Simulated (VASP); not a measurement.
Runs of VASP 6.6.1 on HCl. The structure is that of space group I4/mmm (No. 139), or close to it. The cells are those of the table. 

```tsv
cell	gap on the mesh (eV)	pressure (GPa)
a = 3.912, b = 3.764, c = 3.629 Å, angles 63.9, 59.7, 56.4°, 2 atoms	none	(a)
a = 3.912, b = 3.889, c = 3.759 Å, angles 61.5, 60.9, 57.6°, 2 atoms	none	-11.5
a = 3.912, b = 3.723, c = 3.587 Å, angles 64.7, 59.3, 56.0°, 2 atoms	none	-12.2
a = 3.912, b = 3.643, c = 3.504 Å, angles 66.3, 58.5, 55.1°, 2 atoms	none	-12.4
```

Alike in all rows: task single point; level LDA; potentials or basis VASP PAW LDA potentials, release 64 (H, Cl); no spin polarisation; k mesh 16 × 16 × 16; cutoff (eV) 520; smearing gaussian 0.15 eV.

Problem. Fill in the values left out.

Solution. (a) -12.1.

Caveats: the cell stands under tension.

A gap of «none» marks levels without a gap at the run's occupations.
